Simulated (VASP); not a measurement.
BaCaTe2, 4 atoms in the cell. The structure is trigonal, space group R-3m (No. 166). The conventional cell has a = 4.680 Å, b = 4.680 Å, c = 23.004 Å, α = 90.00°, β = 90.00°, γ = 120.00°. Ca (site symmetry -3m) has 6 Te at 3.20 Å within 4.2 Å. Ba (site symmetry -3m) has 6 Te at 3.43 Å and 6 Ba at 4.68 Å and 6 Ca at 4.69 Å within 4.7 Å. Te (site symmetry 3m) has 3 Ca at 3.20 Å and 3 Ba at 3.43 Å within 4.2 Å.  This cell differs from its parent crystal: strain -1.4%.

```yaml
Program: VASP 6.6.1
Task: single point
Functional: PBE
Potentials_or_basis: VASP PAW PBE potentials, release 64 (Ca_sv, Ba_sv, Te)
Cutoff: 520 eV
k_mesh: 6 × 6 × 6
Occupations: fermi-dirac, width 0.02 eV
Spin: no spin polarisation
Dipole_correction: no
Further_INCAR_settings: ALGO = Normal; EDIFF = 1e-07; NBANDS = 24
```

Potentials or basis: VASP PAW PBE potentials, release 64 (Ca_sv, Ba_sv, Te).

Run with:

```sh
$ cat potpaw_PBE.64/Ca_sv/POTCAR potpaw_PBE.64/Ba_sv/POTCAR potpaw_PBE.64/Te/POTCAR > POTCAR
$ mpirun -np 1 vasp_std > vasp.out
```

Hardware: 1 thread of Intel(R) Xeon(R) 6975P-C (Granite Rapids), with other jobs on the host.

Q: How long does it take, and how much memory?

A: Wall time 3.4 min on 1 thread of Intel(R) Xeon(R) 6975P-C (Granite Rapids), with other jobs on the host, peak memory 0.54 GiB. Counts: scf iterations 16, k points 32.
